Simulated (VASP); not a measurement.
Write the native input for VASP 6.6.1 that does the following.

- Task: single point
- Functional: revPBE
- Dispersion: D3(BJ)
- Potentials or basis: VASP PAW PBE potentials, release 64 (Co, Ti_sv)
- Cutoff: 520 eV
- k mesh: 9 × 9 × 9
- Occupations: fermi-dirac, width 0.05 eV
- Spin: collinear spin, ferromagnetic start
- Starting moments: [2.0, 1.0] μB
- Dipole correction: no
- Further INCAR settings: ALGO = Normal; EDIFF = 1e-06; NBANDS = 22

The structure of TiCo lies in POSCAR:

```
TiCo
1.0
    2.9861109900      0.0000000000      0.0000000000
    0.0000000000      2.9861109900      0.0000000000
    0.0000000000      0.0000000000      2.9861109900
Co Ti
1 1
Direct
    0.5000000000      0.5000000000      0.5000000000
    0.0000000000      0.0000000000      0.0000000000
```

One way to write it, as run:

INCAR

```
ALGO = Normal
EDIFF = 1E-6
ENCUT = 520
GGA = RE
ISIF = 2
ISMEAR = -1
ISPIN = 2
IVDW = 12
LASPH = T
LCHARG = F
LMAXMIX = 4
LORBIT = 11
LREAL = F
LWAVE = F
MAGMOM = 2 1
NBANDS = 22
NELM = 150
PREC = Accurate
SIGMA = 0.05
```

KPOINTS

```
k-points
0
Gamma
  9 9 9
```

Potentials or basis: VASP PAW PBE potentials, release 64 (Co, Ti_sv).

Command:

```console
$ cat potpaw_PBE.64/Co/POTCAR potpaw_PBE.64/Ti_sv/POTCAR > POTCAR
$ mpirun -np 1 vasp_std > vasp.out
```

It gave:

| Property | Result |
| --- | --- |
| Pressure | -10.5 GPa |
| Net moment | 0.82 μB per cell |
| Site moments | Co +0.92; Ti -0.04 μB |
| Valence electrons inside the program's atomic spheres | Co 8.29; Ti 10.28 |
| Dispersion energy per atom | -1.014 eV |

Caveat: the cell stands under tension; the PAW data sets were made with another functional, which shifts forces and pressure a little.

Run time: 39 s on 1 thread of AMD EPYC 7R13 Processor (Zen 3), with other jobs on the host, peak memory 0.14 GiB.
